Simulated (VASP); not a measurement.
# Si (Fd-3m) in VASP: a series of runs

The runs below take Si through single point, with RPBE+D3(BJ), RPBE+D4, PBE.

Everything below comes from runs of VASP 6.6.1. Logs are shortened: lines on timing, memory, paths and dates and some standing lists are left out, and cuts for length are marked.

## (1) The cell of the first run

It takes space group Fd-3m (No. 227, cubic). Conventional cell: a = 5.296 Å, b = 5.296 Å, c = 5.296 Å, α = 90.00°, β = 90.00°, γ = 90.00°. Si (site symmetry -43m) has 4 Si at 2.29 Å within 3.0 Å.

## (2) Single point, RPBE+D3(BJ)

Input file INCAR:

```
SYSTEM = Si
ALGO     = Normal         ! electronic algorithm
EDIFF    = 1E-6           ! SCF threshold, eV
ENCUT    = 520            ! plane-wave cutoff, eV
GGA      = RP             ! functional
ISIF     = 2              ! what is computed and relaxed
ISMEAR   = -1             ! smearing method
IVDW     = 12             ! dispersion correction
LASPH    = .TRUE.         ! aspherical terms in the spheres
LCHARG   = .TRUE.         ! write CHGCAR
LELF     = .TRUE.         ! ELF
LREAL    = .FALSE.        ! projectors in reciprocal space
LVHAR    = .TRUE.       
LWAVE    = .FALSE.        ! write WAVECAR
NBANDS   = 11             ! bands
NELM     = 60             ! most SCF steps
PREC     = Accurate       ! precision mode
SIGMA    = 0.05           ! smearing width, eV
```

Input file KPOINTS:

```
k-points
0
G
  8 8 8
  0 0 0
```

Input file POSCAR:

```
Si
1.0
    0.0000000000      2.6480949119      2.6480949119
    2.6480949119      0.0000000000      2.6480949119
    2.6480949119      2.6480949119      0.0000000000
Si
2
Direct
    0.5000000000      0.5000000000      0.5000000000
    0.7500000000      0.7500000000      0.7500000000
```

Potentials or basis: VASP PAW PBE potentials, release 64 (Si).

Command:

```
$ cat potpaw_PBE.64/Si/POTCAR > POTCAR
$ mpirun -np 1 vasp_std > vasp.out
```

OUTCAR:

```text
SYSTEM = Si
   EDIFF = 1E-6
   ENCUT = 520
   GGA = RP
   ISIF = 2
   ISMEAR = -1
   IVDW = 12
   LASPH = .TRUE.
   LREAL = .FALSE.
   NELM = 60
   PREC = Accurate
 IVDW          = 12

 ion  position               nearest neighbor table
   1  0.500  0.500  0.500-   2 2.29   2 2.29   2 2.29   2 2.29
   2  0.750  0.750  0.750-   1 2.29   1 2.29   1 2.29   1 2.29

  LATTYP: Found a face centered cubic cell.
 ALAT       =     5.2961898238

  Lattice vectors:

 A1 = (   0.0000000000,   2.6480949119,   2.6480949119)
 A2 = (   2.6480949119,   0.0000000000,   2.6480949119)
 A3 = (   2.6480949119,   2.6480949119,   0.0000000000)

Analysis of symmetry for initial positions (statically):
=====================================================================
 Subroutine PRICEL returns:
 Original cell was already a primitive cell.

 Routine SETGRP: Setting up the symmetry group for a
 face centered cubic supercell.

 Subroutine GETGRP returns: Found 48 space group operations
 (whereof 24 operations were pure point group operations)
 out of a pool of 48 trial point group operations.

The static configuration has the point symmetry T_d .
 The point group associated with its full space group is O_h .

Analysis of symmetry for dynamics (positions and initial velocities):
=====================================================================
 Subroutine PRICEL returns:
 Original cell was already a primitive cell.

 Routine SETGRP: Setting up the symmetry group for a
 face centered cubic supercell.

 Subroutine GETGRP returns: Found 48 space group operations
 (whereof 24 operations were pure point group operations)
 out of a pool of 48 trial point group operations.

The dynamic configuration has the point symmetry T_d .
 The point group associated with its full space group is O_h .

 Subroutine INISYM returns: Found 48 space group operations
 (whereof 24 operations are pure point group operations),
 and found     1 'primitive' translations

----------------------------------------------------------------------------------------

                                     Primitive cell

  volume of cell :      37.1390

  direct lattice vectors                    reciprocal lattice vectors
     0.000000000  2.648094912  2.648094912    -0.188814985  0.188814985  0.188814985
     2.648094912  0.000000000  2.648094912     0.188814985 -0.188814985  0.188814985
     2.648094912  2.648094912  0.000000000     0.188814985  0.188814985 -0.188814985

  length of vectors
     3.744971739  3.744971739  3.744971739     0.327037147  0.327037147  0.327037147

  position of ions in fractional coordinates (direct lattice)
     0.500000000  0.500000000  0.500000000
     0.750000000  0.750000000  0.750000000

  ion indices of the primitive-cell ions
   primitive index   ion index
                 1           1
                 2           2

----------------------------------------------------------------------------------------

 KPOINTS: k-points

Automatic generation of k-mesh.
 Grid dimensions read from file:
 generate k-points for:    8    8    8

 Generating k-lattice:

  Cartesian coordinates                     Fractional coordinates (reciprocal lattice)
    -0.023601873  0.023601873  0.023601873     0.125000000  0.000000000  0.000000000
     0.023601873 -0.023601873  0.023601873     0.000000000  0.125000000  0.000000000
     0.023601873  0.023601873 -0.023601873     0.000000000  0.000000000  0.125000000

  Length of vectors
     0.040879643  0.040879643  0.040879643

  Shift w.r.t. Gamma in fractional coordinates (k-lattice)
     0.000000000  0.000000000  0.000000000

 Subroutine IBZKPT returns following result:
 ===========================================

 Found     29 irreducible k-points:

 Following reciprocal coordinates:
            Coordinates               Weight
  0.000000  0.000000  0.000000      1.000000
  0.125000  0.000000  0.000000      8.000000
  0.250000  0.000000  0.000000      8.000000
  0.375000  0.000000  0.000000      8.000000
  0.500000  0.000000  0.000000      4.000000
  0.125000  0.125000  0.000000      6.000000
[... 16 lines left out ...]
  0.500000  0.250000  0.125000     48.000000
 -0.375000  0.250000  0.125000     24.000000
 [... further k-points ...]
   k-points           NKPTS =     29   k-points in BZ     NKDIM =     29   number of bands    NBANDS=     11
   number of dos      NEDOS =    301   number of ions     NIONS =      2
   total plane-waves  NPLWV =  21952
   dimension x,y,z NGX =    28 NGY =   28 NGZ =   28
   dimension x,y,z NGXF=    56 NGYF=   56 NGZF=   56
   ions per type =               2
   NGX,Y,Z   is equivalent  to a cutoff of  12.43, 12.43, 12.43 a.u.
   NGXF,Y,Z  is equivalent  to a cutoff of  24.86, 24.86, 24.86 a.u.
 SYSTEM =  Si
   PREC   = accura    normal or accurate (medium, high low for compatibility)
   ISTART =      0    job   : 0-new  1-cont  2-samecut
   ICHARG =      2    charge: 1-file 2-atom 10-const
   ISPIN  =      1    spin polarized calculation?
   LNONCOLLINEAR =      F non collinear calculations
   LSORBIT =      F    spin-orbit coupling
   LASPH  =      T    aspherical Exc in radial PAW
   ENCUT  =  520.0 eV  38.22 Ry    6.18 a.u.   6.96  6.96  6.96*2*pi/ulx,y,z
   NELM   =     60;   NELMIN=  2; NELMDL= -5     # of ELM steps
   EDIFF  = 0.1E-05   stopping-criterion for ELM
   LREAL  =      F    real-space projection
   EDIFFG = 0.1E-04   stopping-criterion for IOM
   NSW    =      0    number of steps for IOM
   IBRION =     -1    ionic relax: 0-MD 1-quasi-New 2-CG
   NFREE  =      0    steps in history (QN), initial steepest desc. (CG)
   ISIF   =      2    stress and relaxation
   ISYM   =      2    0-nonsym 1-usesym 2-fastsym
   POTIM  = 0.5000    time-step for ionic-motion
   TEBEG  =    0.0;   TEEND  =   0.0 temperature during run
   PSTRESS=    0.0 pullay stress
   NELECT =       8.0000    total number of electrons
   NUPDOWN=      -1.0000    fix difference up-down
   EMIN   =  10.00;   EMAX   =-10.00  energy-range for DOS
   EFERMI =   0.00;   METHOD = LEGACY
   ISMEAR =    -1;   SIGMA  =   0.05  broadening in eV -4-tet -1-fermi 0-gaus
   EFERMI_NEDOS =   21; number of points for ismear=-14 and -15
   IALGO  =     38    algorithm
   IMIX   =      4    mixing-type and parameters
     AMIX     =   0.40;   BMIX     =  1.00
     AMIX_MAG =   1.60;   BMIX_MAG =  1.00
  volume/ion in A,a.u.               =      18.57       125.31
  Fermi-wavevector in a.u.,A,eV,Ry     =   0.981359  1.854500 13.103304  0.963066
  Thomas-Fermi vector in A             =   2.112360
   LORBIT       =      0    0 simple, 1 ext, 2 COOP (PROOUT), +10 PAW based schemes
   GGA     = RP    functional components
   LHFCALC =     F    Hartree Fock is set to
   AEXX    =    0.0000 exact exchange contribution
   IVDW    =    12    specifies the selected vdW correction
   LEPSILON=     F    determine dielectric tensor
   LRPA    =     F    only Hartree local field effects (RPA)
 non-spin polarized calculation
  energy-cutoff  :      520.00
  volume of cell :       37.14
 maximum number of plane-waves:      1012
   NGX = 13   NGY = 13   NGZ = 13

 number of electron       8.0000000 magnetization

 Free energy of the ion-electron system (eV)
  ---------------------------------------------------
  ext. energy  EPLUGINS =         0.00000000
  ---------------------------------------------------
  free energy    TOTEN  =       -10.17063306 eV

  energy without entropy =      -10.17057052  energy(sigma->0) =      -10.17060179

 E-fermi :   6.9269     XC(G=0):  -9.6271

 val. band max:        6.6859731451   @ k =   0.0000   0.0000   0.0000
 cond. band min:       7.2140088788   @ k =   0.3750   0.3750   0.0000
 fundamental gap:      0.5280357337
 Fermi energy:         6.9268863657

 k-point     1 :       0.0000    0.0000    0.0000
  band No.  band energies     occupation
      1      -5.7865      2.00000
      2       6.6860      1.98397
      3       6.6860      1.98397
      4       6.6860      1.98397
      5       9.2808      0.00000
      6       9.2808      0.00000
      7       9.2808      0.00000
      8      11.0746      0.00000
      9      14.3806      0.00000
     10      14.3806      0.00000
     11      15.1349      0.00000

 k-point     2 :       0.1250    0.0000    0.0000
  band No.  band energies     occupation
      1      -5.5688      2.00000
      2       5.0650      2.00000
      3       6.3755      1.99997
      4       6.3755      1.99997
      5       9.4098      0.00000
      6       9.7367      0.00000
      7       9.7367      0.00000
      8      12.2378      0.00000
      9      13.8853      0.00000
     10      13.8853      0.00000
     11      15.9429      0.00000

 k-point     3 :       0.2500    0.0000    0.0000
  band No.  band energies     occupation
      1      -4.9322      2.00000
      2       2.6280      2.00000
      3       5.8792      2.00000
      4       5.8792      2.00000
      5       9.0247      0.00000
      6      10.2480      0.00000
      7      10.2480      0.00000
      8      13.8804      0.00000
      9      13.8804      0.00000
     10      14.3390      0.00000
     11      16.0803      0.00000

 k-point     4 :       0.3750    0.0000    0.0000
  band No.  band energies     occupation
      1      -3.9680      2.00000
      2       0.4829      2.00000
      3       5.5395      2.00000
      4       5.5395      2.00000
      5       8.6806      0.00000
      6      10.1194      0.00000
      7      10.1194      0.00000
      8      14.8257      0.00000
      9      15.3982      0.00000
     10      15.3982      0.00000
     11      17.2047      0.00000

 k-point     5 :       0.5000    0.0000    0.0000
  band No.  band energies     occupation
      1      -3.2605      2.00000
      2      -0.6287      2.00000
      3       5.4242      2.00000
      4       5.4242      2.00000
      5       8.5571      0.00000
      6       9.9794      0.00000
      7       9.9794      0.00000
      8      14.6198      0.00000
      9      17.3787      0.00000
     10      17.3787      0.00000
     11      18.5029      0.00000
[... 211 lines left out ...]
 k-point    21 :       0.5000    0.5000    0.0000
  band No.  band energies     occupation
      1      -1.3625      2.00000
      2      -1.3625      2.00000
      3       3.6378      2.00000
      4       3.6378      2.00000
      5       7.2811      0.00167
      6       7.2811      0.00167
      7      17.5087      0.00000
      8      17.5087      0.00000
      9      17.8617      0.00000
     10      17.8617      0.00000
     11      19.4404      0.00000

 k-point    22 :       0.3750    0.2500    0.1250
  band No.  band energies     occupation
      1      -4.3667      2.00000
      2       2.3408      2.00000
      3       3.7713      2.00000
      4       5.1711      2.00000
      5       9.1758      0.00000
      6      10.7652      0.00000
      7      10.9650      0.00000
      8      12.4191      0.00000
      9      14.7493      0.00000
     10      17.5767      0.00000
     11      18.3431      0.00000

 k-point    23 :       0.5000    0.2500    0.1250
  band No.  band energies     occupation
      1      -3.4093      2.00000
      2       0.6699      2.00000
      3       3.1577      2.00000
      4       4.6183      2.00000
      5       9.6163      0.00000
      6      10.3493      0.00000
      7      11.8728      0.00000
      8      12.8544      0.00000
      9      16.0419      0.00000
     10      16.8572      0.00000
     11      19.0953      0.00000

 k-point    24 :      -0.3750    0.2500    0.1250
  band No.  band energies     occupation
      1      -2.6887      2.00000
      2      -0.3697      2.00000
      3       3.0408      2.00000
      4       4.3639      2.00000
      5       9.7818      0.00000
      6       9.9332      0.00000
      7      12.8219      0.00000
      8      14.0375      0.00000
      9      14.4308      0.00000
     10      17.5493      0.00000
     11      18.9763      0.00000

 [... further k-points ...]

------------------------ aborting loop because EDIFF is reached ----------------------------------------

 Edisp (eV)   -2.59319

 E8    (eV) :    -1.5358

  FORCE on cell =-STRESS in cart. coord.  units (eV):
  Direction    XX          YY          ZZ          XY          YZ          ZX
  --------------------------------------------------------------------------------------
  -------------------------------------------------------------------------------------
  Total      -0.05277    -0.05277    -0.05277    -0.00000     0.00000    -0.00000
  in kB      -2.27631    -2.27631    -2.27631    -0.00000     0.00000    -0.00000
  external pressure =       -2.28 kB  Pullay stress =        0.00 kB

 VOLUME and BASIS-vectors are now :
 -----------------------------------------------------------------------------
  energy-cutoff  :      520.00
  volume of cell :       37.14
      direct lattice vectors                 reciprocal lattice vectors
     0.000000000  2.648094912  2.648094912    -0.188814985  0.188814985  0.188814985
     2.648094912  0.000000000  2.648094912     0.188814985 -0.188814985  0.188814985
     2.648094912  2.648094912  0.000000000     0.188814985  0.188814985 -0.188814985

 POSITION                                       TOTAL-FORCE (eV/Angst)
 -----------------------------------------------------------------------------------
      2.64809      2.64809      2.64809        -0.000000     -0.000000     -0.000000
      3.97214      3.97214      3.97214         0.000000      0.000000      0.000000
 -----------------------------------------------------------------------------------
    total drift:                                0.000000      0.000000     -0.000000

  FREE ENERGIE OF THE ION-ELECTRON SYSTEM (eV)
  ---------------------------------------------------
  free  energy   TOTEN  =       -12.7638222641 eV

  energy  without entropy=      -12.7637597218  energy(sigma->0) =      -12.76379099
```

Wall time 5.9 s (1 thread of Intel Xeon 6975P-C (Granite Rapids), shared host); peak memory 0.15 GiB.

Results:

- Free energy: -12.7638 eV
- Pressure: -0.2 GPa
- Band gap on the k mesh: 0.53 eV, indirect (least direct gap 2.59 eV)
- Dispersion energy per atom: -1.297 eV

Caveat: the PAW data sets were made with another functional, which shifts forces and pressure a little.

## (3) Single point, RPBE+D4

This run uses another cell than the first one, of 19.53 Å³/atom, 1.052 times its volume.

Input file INCAR:

```
SYSTEM = Si
ALGO = Normal ; EDIFF = 1E-6
ENCUT = 520 ; GGA = RP
ISIF = 2 ; ISMEAR = -1
IVDW = 13 ; LASPH = .TRUE.
LCHARG = .TRUE. ; LELF = .TRUE.
LREAL = .FALSE. ; LVHAR = .TRUE.
LWAVE = .FALSE. ; NBANDS = 11
NELM = 80 ; PREC = Accurate
SIGMA = 0.05
```

KPOINTS is that of step 2.

Input file POSCAR:

```
Si
1.0
    0.0000000000      2.6928906260      2.6928906260
    2.6928906260      0.0000000000      2.6928906260
    2.6928906260      2.6928906260      0.0000000000
Si
2
Direct
    0.5000000000      0.5000000000      0.5000000000
    0.7500000000      0.7500000000      0.7500000000
```

Potentials or basis: VASP PAW PBE potentials, release 64 (Si).

Command:

```
$ cat potpaw_PBE.64/Si/POTCAR > POTCAR
$ mpirun -np 1 vasp_std > vasp.out
```

It took 5.7 s on 1 thread of Intel Xeon 6975P-C (Granite Rapids), shared host; peak memory 0.14 GiB.

Results (log left out):

* Free energy: -11.6047 eV
* Pressure: -0.2 GPa
* Band gap on the k mesh: 0.62 eV, indirect (least direct gap 2.58 eV)
* Dispersion energy per atom: -0.663 eV

Levels at points of the mesh, in eV from the valence-band top:
```
           k point  band 1  band 2  band 3  band 4  band 5  band 6  band 7  band 8  band 9
(0.00, 0.00, 0.00)  -12.11    0.00    0.00    0.00    2.58    2.58    2.58    3.79    7.68
(0.50, 0.00, 0.00)   -9.72   -7.06   -1.22   -1.22    1.70    3.33    3.33    7.89   10.57
(0.50, 0.50, 0.00)   -7.87   -7.87   -2.91   -2.91    0.71    0.71   10.38   10.38   11.02
```

Caveat: the PAW data sets were made with another functional, which shifts forces and pressure a little. A k mesh can miss the band edges.

## (4) Single point, PBE

This run uses another cell than the first one, of 20.16 Å³/atom, 1.086 times its volume.

Input file INCAR:

```
SYSTEM = Si
ALGO = Normal
EDIFF = 1E-6
ENCUT = 520
GGA = PE
ISIF = 2
ISMEAR = 0
LASPH = .True.
LCHARG = .False.
LREAL = .False.
LWAVE = .False.
NBANDS = 11
NELM = 100
PREC = Accurate
SIGMA = 0.05
```

Input file KPOINTS:

```
k-points
0
Gamma
  8 8 8
  0 0 0
```

Input file POSCAR:

```
Si
1.0
    0.0000000000      2.7218511865      2.7218511865
    2.7218511865      0.0000000000      2.7218511865
    2.7218511865      2.7218511865      0.0000000000
Si
2
Direct
    0.5000000000      0.5000000000      0.5000000000
    0.7500000000      0.7500000000      0.7500000000
```

Command:

```
$ cat potpaw_PBE.64/Si/POTCAR > POTCAR
$ mpirun -np 1 vasp_std > vasp.out
```

It took 6.2 s on 1 thread of Intel Xeon 6975P-C (Granite Rapids), shared host; peak memory 0.15 GiB.

Results (log left out):

```yaml
Free_energy: -10.8439 eV
Pressure: 1.3 GPa
Band_gap_on_the_k_mesh: 0.63 eV, indirect (least direct gap 2.56 eV)
```

Levels at points of the mesh, in eV from the valence-band top:
```csv
k point,band 1,band 2,band 3,band 4,band 5,band 6,band 7,band 8
"(0.00, 0.00, 0.00)",-11.91,0.00,0.00,0.00,2.56,2.56,2.56,3.29
"(0.50, 0.00, 0.00)",-9.60,-6.93,-1.19,-1.19,1.51,3.34,3.34,7.72
"(0.50, 0.50, 0.00)",-7.79,-7.79,-2.83,-2.83,0.72,0.72,10.05,10.05
```

A k mesh can miss the band edges. PBE gaps usually lie below the measured ones, often by a third to a half.

## (5) Overview

```csv
level,cell,smearing,gap on the mesh (eV),pressure (GPa)
RPBE+D3(BJ),"a = 3.745 Å, angles 60.0°, 2 atoms",fermi-dirac 0.05 eV,0.53,-0.2
RPBE+D4,"a = 3.808 Å, angles 60.0°, 2 atoms",fermi-dirac 0.05 eV,0.62,-0.2
PBE,"a = 3.849 Å, angles 60.0°, 2 atoms",gaussian 0.05 eV,0.63,1.3
```

Alike in all rows: task single point; potentials or basis VASP PAW PBE potentials, release 64 (Si); no spin polarisation; k mesh 8 × 8 × 8; cutoff (eV) 520.

Caveats: the PAW data sets were made with another functional, which shifts forces and pressure a little (some runs).

Absolute energies hang on the potentials; compare differences alone.
